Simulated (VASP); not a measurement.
# SiC (P6_3mc) in VASP: notebook, part 2 of 2

VASP 6.6.1. Earlier steps stand in the parts before.

## 4. Relaxation of cell and atoms, PBEsol

File INCAR:

```
ALGO     = Normal         # electronic algorithm
EDIFF    = 1E-7           # SCF threshold, eV
EDIFFG   = -0.002         # ionic threshold
ENCUT    = 600            # plane-wave cutoff, eV
GGA      = PS             # functional
GGA_COMPAT= F            
IBRION   = 2              # ionic algorithm
ISIF     = 3              # what is computed and relaxed
ISMEAR   = 0              # smearing method
LASPH    = T              # aspherical terms in the spheres
LCHARG   = F              # write CHGCAR
LREAL    = F              # projectors in reciprocal space
LWAVE    = F              # write WAVECAR
NELM     = 120            # most SCF steps
NELMIN   = 4            
NSW      = 100            # ionic steps
PREC     = Accurate       # precision mode
SIGMA    = 0.02           # smearing width, eV
```

File KPOINTS:

```
k-points
0
Gamma
  12 12 2
```

File POSCAR:

```
SiC
1.0
    3.0766210100      0.0000000000      0.0000000000
   -1.5383105100      2.6644319500      0.0000000000
    0.0000000000      0.0000000000     15.0980843200
Si C
6 6
Direct
    0.3333333300      0.6666666700      0.8329861500
    0.6666666700      0.3333333300      0.3329861500
    0.6666666700      0.3333333300      0.6665006000
    0.3333333300      0.6666666700      0.1665006000
    0.0000000000      0.0000000000      0.4997294200
    0.0000000000      0.0000000000      0.9997294200
    0.0000000000      0.0000000000      0.8743664100
    0.0000000000      0.0000000000      0.3743664100
    0.3333333300      0.6666666700      0.7079967800
    0.6666666700      0.3333333300      0.2079967800
    0.6666666700      0.3333333300      0.5415216400
    0.3333333300      0.6666666700      0.0415216400
```

Potentials or basis: VASP PAW PBE potentials, release 64 (Si, C).

Launch:

```bash
$ cat potpaw_PBE.64/Si/POTCAR potpaw_PBE.64/C/POTCAR > POTCAR
$ mpirun -np 1 vasp_std > vasp.out
```

OUTCAR:

```text
EDIFF = 1E-7
   EDIFFG = -0.002
   ENCUT = 600
   GGA = PS
   IBRION = 2
   ISIF = 3
   ISMEAR = 0
   LASPH = T
   LREAL = F
   NELM = 120
   NELMIN = 4
   NSW = 100
   PREC = Accurate

 ion  position               nearest neighbor table
   1  0.333  0.667  0.833-   7 1.88   7 1.88   7 1.88   9 1.89   3 3.08   3 3.08   3 3.08   6 3.08
                             6 3.08   6 3.08
   2  0.667  0.333  0.333-   8 1.88   8 1.88   8 1.88  10 1.89   4 3.08   4 3.08   4 3.08   5 3.08
                             5 3.08   5 3.08
   3  0.667  0.333  0.667-   9 1.88   9 1.88   9 1.88  11 1.89   1 3.08   1 3.08   1 3.08   5 3.08
                             5 3.08   5 3.08
   4  0.333  0.667  0.167-  10 1.88  10 1.88  10 1.88  12 1.89   2 3.08   2 3.08   2 3.08   6 3.08
                             6 3.08   6 3.08
   5  0.000  0.000  0.500-  11 1.89  11 1.89  11 1.89   8 1.89   2 3.08   2 3.08   2 3.08   3 3.08
                             3 3.08   3 3.08
   6  0.000  0.000  1.000-  12 1.89  12 1.89  12 1.89   7 1.89   1 3.08   1 3.08   1 3.08   4 3.08
                             4 3.08   4 3.08
   7  0.000  0.000  0.874-   1 1.88   1 1.88   1 1.88   6 1.89
   8  0.000  0.000  0.374-   2 1.88   2 1.88   2 1.88   5 1.89
   9  0.333  0.667  0.708-   3 1.88   3 1.88   3 1.88   1 1.89
  10  0.667  0.333  0.208-   4 1.88   4 1.88   4 1.88   2 1.89
  11  0.667  0.333  0.542-   5 1.89   5 1.89   5 1.89   3 1.89
  12  0.333  0.667  0.042-   6 1.89   6 1.89   6 1.89   4 1.89

  LATTYP: Found a hexagonal cell.
 ALAT       =     3.0766210100
 C/A-ratio  =     4.9073591680

  Lattice vectors:

 A1 = (   3.0766210100,   0.0000000000,   0.0000000000)
 A2 = (  -1.5383105100,   2.6644319500,   0.0000000000)
 A3 = (   0.0000000000,   0.0000000000,  15.0980843200)

Analysis of symmetry for initial positions (statically):
=====================================================================
 Subroutine PRICEL returns:
 Original cell was already a primitive cell.

 Routine SETGRP: Setting up the symmetry group for a
 hexagonal supercell.

 Subroutine GETGRP returns: Found 12 space group operations
 (whereof  6 operations were pure point group operations)
 out of a pool of 24 trial point group operations.

The static configuration has the point symmetry C_3v.
 The point group associated with its full space group is C_6v.

Analysis of symmetry for dynamics (positions and initial velocities):
=====================================================================
 Subroutine PRICEL returns:
 Original cell was already a primitive cell.

 Routine SETGRP: Setting up the symmetry group for a
 hexagonal supercell.

 Subroutine GETGRP returns: Found 12 space group operations
 (whereof  6 operations were pure point group operations)
 out of a pool of 24 trial point group operations.

The dynamic configuration has the point symmetry C_3v.
 The point group associated with its full space group is C_6v.

 Subroutine INISYM returns: Found 12 space group operations
 (whereof  6 operations are pure point group operations),
 and found     1 'primitive' translations

----------------------------------------------------------------------------------------

                                     Primitive cell

  volume of cell :     123.7658

  direct lattice vectors                    reciprocal lattice vectors
     3.076621010  0.000000000  0.000000000     0.325031909  0.187657261  0.000000000
    -1.538310510  2.664431950  0.000000000     0.000000000  0.375314521  0.000000000
     0.000000000  0.000000000 15.098084320     0.000000000  0.000000000  0.066233568

  length of vectors
[... 85 lines left out ...]
   number of dos      NEDOS =    301   number of ions     NIONS =     12
   total plane-waves  NPLWV =  98784
   dimension x,y,z NGX =    28 NGY =   28 NGZ =  126
   dimension x,y,z NGXF=    56 NGYF=   56 NGZF=  252
   ions per type =               6   6
   NGX,Y,Z   is equivalent  to a cutoff of  15.13, 15.13, 13.87 a.u.
   NGXF,Y,Z  is equivalent  to a cutoff of  30.26, 30.26, 27.75 a.u.
 SYSTEM =  unknown system
   PREC   = accura    normal or accurate (medium, high low for compatibility)
   ISTART =      0    job   : 0-new  1-cont  2-samecut
   ICHARG =      2    charge: 1-file 2-atom 10-const
   ISPIN  =      1    spin polarized calculation?
   LNONCOLLINEAR =      F non collinear calculations
   LSORBIT =      F    spin-orbit coupling
   LASPH  =      T    aspherical Exc in radial PAW
   ENCUT  =  600.0 eV  44.10 Ry    6.64 a.u.   6.14  6.14 30.15*2*pi/ulx,y,z
   NELM   =    120;   NELMIN=  4; NELMDL= -5     # of ELM steps
   EDIFF  = 0.1E-06   stopping-criterion for ELM
   LREAL  =      F    real-space projection
   EDIFFG = -.2E-02   stopping-criterion for IOM
   NSW    =    100    number of steps for IOM
   IBRION =      2    ionic relax: 0-MD 1-quasi-New 2-CG
   NFREE  =      1    steps in history (QN), initial steepest desc. (CG)
   ISIF   =      3    stress and relaxation
   ISYM   =      2    0-nonsym 1-usesym 2-fastsym
   POTIM  = 0.5000    time-step for ionic-motion
   TEBEG  =    0.0;   TEEND  =   0.0 temperature during run
   PSTRESS=    0.0 pullay stress
   NELECT =      48.0000    total number of electrons
   NUPDOWN=      -1.0000    fix difference up-down
   EMIN   =  10.00;   EMAX   =-10.00  energy-range for DOS
   EFERMI =   0.00;   METHOD = LEGACY
   ISMEAR =     0;   SIGMA  =   0.02  broadening in eV -4-tet -1-fermi 0-gaus
   EFERMI_NEDOS =   21; number of points for ismear=-14 and -15
   IALGO  =     38    algorithm
   IMIX   =      4    mixing-type and parameters
     AMIX     =   0.40;   BMIX     =  1.00
     AMIX_MAG =   1.60;   BMIX_MAG =  1.00
  volume/ion in A,a.u.               =      10.31        69.60
  Fermi-wavevector in a.u.,A,eV,Ry     =   1.193865  2.256077 19.392557  1.425313
  Thomas-Fermi vector in A             =   2.329869
   LORBIT       =      0    0 simple, 1 ext, 2 COOP (PROOUT), +10 PAW based schemes
   GGA     = PS    functional components
   LHFCALC =     F    Hartree Fock is set to
   AEXX    =    0.0000 exact exchange contribution
   IVDW    =     0    specifies the selected vdW correction
   LEPSILON=     F    determine dielectric tensor
   LRPA    =     F    only Hartree local field effects (RPA)
 conjugate gradient relaxation of ions
 non-spin polarized calculation
 Gauss-broadening in eV      SIGMA  =   0.02
  energy-cutoff  :      600.00
  volume of cell :      123.77
 maximum number of plane-waves:      4176
 NGX is ok and might be reduce to    28
   NGX = 13   NGY = 13   NGZ = 61

--------------------------------------- Ionic step        1  -------------------------------------------

 number of electron      48.0000001 magnetization

 Free energy of the ion-electron system (eV)
  ---------------------------------------------------
  ext. energy  EPLUGINS =         0.00000000
  ---------------------------------------------------
  free energy    TOTEN  =       -95.51093289 eV

  energy without entropy =      -95.51093289  energy(sigma->0) =      -95.51093289

------------------------ aborting loop because EDIFF is reached ----------------------------------------

  FORCE on cell =-STRESS in cart. coord.  units (eV):
  Direction    XX          YY          ZZ          XY          YZ          ZX
  --------------------------------------------------------------------------------------
  -------------------------------------------------------------------------------------
  Total        0.5461137      0.5461137      0.4763521     -0.0000000      0.0000000      0.0000000
  in kB        7.0695734      7.0695734      6.1664921     -0.0000000      0.0000000      0.0000000
  external PRESSURE =       6.7685463 kB  Pullay stress =       0.0000000 kB
[... 171 lines left out ...]
--------------------------------------- Ionic step        5  -------------------------------------------

 number of electron      48.0000001 magnetization

 Free energy of the ion-electron system (eV)
  ---------------------------------------------------
  ext. energy  EPLUGINS =         0.00000000
  ---------------------------------------------------
  free energy    TOTEN  =       -95.51172112 eV

  energy without entropy =      -95.51172112  energy(sigma->0) =      -95.51172112

 E-fermi :   8.1887     XC(G=0): -11.5035

 val. band max:        8.1023050800   @ k =   0.0000   0.0000   0.0000
 cond. band min:      10.0147651970   @ k =   0.5000   0.0000   0.0000
 fundamental gap:      1.9124601170
 Fermi energy:         8.1887327370

 k-point     1 :       0.0000    0.0000    0.0000
  band No.  band energies     occupation
      1      -7.3750      2.00000
      2      -6.8511      2.00000
      3      -6.8156      2.00000
      4      -5.3111      2.00000
      5      -5.2828      2.00000
      6      -3.7707      2.00000
[... 805 lines left out ...]
     30      13.3178      0.00000
     31      14.1111      0.00000

 [... further k-points ...]
[... 5 lines left out ...]
  --------------------------------------------------------------------------------------
  -------------------------------------------------------------------------------------
  Total        0.0088008      0.0088008     -0.0019687     -0.0000000      0.0000000      0.0000000
  in kB        0.1135865      0.1135865     -0.0254092     -0.0000000      0.0000000      0.0000000
  external PRESSURE =       0.0672546 kB  Pullay stress =       0.0000000 kB
[... 27 lines left out ...]
  FREE ENERGIE OF THE ION-ELECTRON SYSTEM (eV)
  ---------------------------------------------------
  free  energy   TOTEN  =       -95.5117211211 eV

  energy  without entropy=      -95.5117211211  energy(sigma->0) =      -95.51172112

 reached required accuracy - stopping structural energy minimisation
```

Wall time 15 min (1 thread of Oxide Virtual Turin-like, shared host); peak memory 0.34 GiB.

Results:

* Free energy: -95.5117 eV
* Relaxed volume: 10.34 Å³/atom
* Relaxed cell: a = 3.080 Å, b = 3.080 Å, c = 15.112 Å, α = 90.00°, β = 90.00°, γ = 120.00°
* Space group after relaxing (to 0.1 Å): P6_3mc (No. 186)
* Energy gained by relaxing: 0.1 meV/atom
* Ionic steps: 5
* Pressure after relaxing: 0.0 GPa
* Band gap on the k mesh: 1.91 eV (least direct gap 3.02 eV)

Step by step:
```csv
step,energy change (eV),largest force (eV/Å),pressure (GPa),volume (Å³)
1,0.0000,0.0060,0.68,123.77
2,0.0001,0.0083,-0.72,124.55
3,-0.0008,0.0030,0.01,124.14
4,-0.0008,0.0030,-0.01,124.15
5,-0.0008,0.0017,0.01,124.14
```

Final structure:
```
Si C
1.0
     3.07985    0.00000    0.00000
    -1.53992    2.66723    0.00000
     0.00000    0.00000   15.11183
Si C
6 6
Cartesian
  0.0000 1.7782 12.5881
  1.5399 0.8891 5.0322
  1.5399 0.8891 10.0721
  0.0000 1.7782 2.5162
  -1.5399 2.6672 7.5517
  0.0000 0.0000 15.1077
  -1.5399 2.6672 13.2133
  0.0000 0.0000 5.6574
  0.0000 1.7782 10.6992
  1.5399 0.8891 3.1433
  1.5399 0.8891 8.1832
  0.0000 1.7782 0.6273
```

Caveat: the PAW data sets were made with another functional, which shifts forces and pressure a little. A k mesh can miss the band edges.

## 5. Overview

| task | cell | k mesh | smearing | gap on the mesh (eV) | pressure (GPa) |
| --- | --- | --- | --- | --- | --- |
| single point | a = 3.077, b = 3.077, c = 15.098 Å, angles 90.0, 90.0, 120.0°, 12 atoms | 6 × 6 × 2 | gaussian 0.1 eV | 1.91 | 0.7 |
| single point | a = 3.079, b = 3.079, c = 15.107 Å, angles 90.0, 90.0, 120.0°, 12 atoms | 12 × 12 × 2 | gaussian 0.02 eV | 1.91 | 0.2 |
| relaxation of cell and atoms | relaxed from a = 3.077, b = 3.077, c = 15.098 Å, angles 90.0, 90.0, 120.0°, 12 atoms | 12 × 12 × 2 | gaussian 0.02 eV | 1.91 | 0.0 |

Alike in all rows: level PBEsol; potentials or basis VASP PAW PBE potentials, release 64 (Si, C); no spin polarisation; cutoff (eV) 600.

Caveats: the PAW data sets were made with another functional, which shifts forces and pressure a little.

Total energies depend on the potentials used, so only differences within one code and one set of settings carry meaning.
